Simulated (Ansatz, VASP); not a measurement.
Ca: VASP beside Ansatz

The input INCAR:

```
ALGO = Normal
EDIFF = 1E-6
EDIFFG = -0.01
ENCUT = 600
GGA = CA
IBRION = 2
ISIF = 3
ISMEAR = -1
LASPH = True
LCHARG = False
LREAL = False
LWAVE = False
NELM = 80
NSW = 80
PREC = Accurate
SIGMA = 0.1
```

Contents of KPOINTS:

```
k-points
0
Gamma
  6 6 8
```

Contents of POSCAR:

```
Ca
1.0
    6.2706255792      0.0000000000      0.0000000000
   -3.1353127896      5.4305210492      0.0000000000
    0.0000000000      0.0000000000      3.8438934801
Ca
3
Direct
    0.0000000000      0.0000000000      0.0000000000
    0.3333333333      0.6666666667      0.5000000000
    0.6666666667      0.3333333333      0.5000000000
```

Input for Ansatz:

```yaml
crystal:
  lattice:
    - [6.2706255792, 0.0, 0.0]
    - [-3.1353127896, 5.4305210492, 0.0]
    - [0.0, 0.0, 3.8438934801]
  atoms:
    - { symbol: Ca, position: [0.0, 0.0, 0.0] }
    - { symbol: Ca, position: [0.3333333333, 0.6666666667, 0.5] }
    - { symbol: Ca, position: [0.6666666667, 0.3333333333, 0.5] }
hamiltonian:
  xc: lda
  pseudopotentials:
    kind: paw
    azcp:
      Ca: "pseudopotentials/Ca.paw.azcp"
basis:
  ecutwfc: 420
  fft_grid_basis: typed
kpoints:
  mp_grid: { grid: [6, 6, 8], shift: [0, 0, 0] }
magnetization:
  spin_polarized: false
scf:
  occupations: { method: fermi_dirac, width: 0.1 }
relax:
  max_steps: 60
  f_tol: 0.01
  cell: {}
```

Alike in both runs: task relaxation of cell and atoms; functional LDA; k mesh 6 × 6 × 8; occupations fermi-dirac, width 0.1 eV; no spin polarisation.

|  | VASP | Ansatz |
| --- | --- | --- |
| version | VASP 6.6.1 | Ansatz 0.2.0 |
| potentials or method | VASP PAW LDA potentials, release 64 (Ca_sv), cutoff 600 eV | plane waves (420 eV) with PAW, scalar-relativistic |
| valence electrons in the cell | 30 | 30 |

```tsv
	VASP	Ansatz	Ansatz less VASP
relaxed volume (Å³/atom)	38.48	38.45	-0.028
relaxed cell length with the largest relative difference (Å)	3.624	3.619	-0.0049
```

Ansatz warns that its potentials were made for another functional, while VASP's fit it. LDA's correlation is that of Perdew and Zunger in VASP and of Perdew and Wang (1992) in Ansatz.
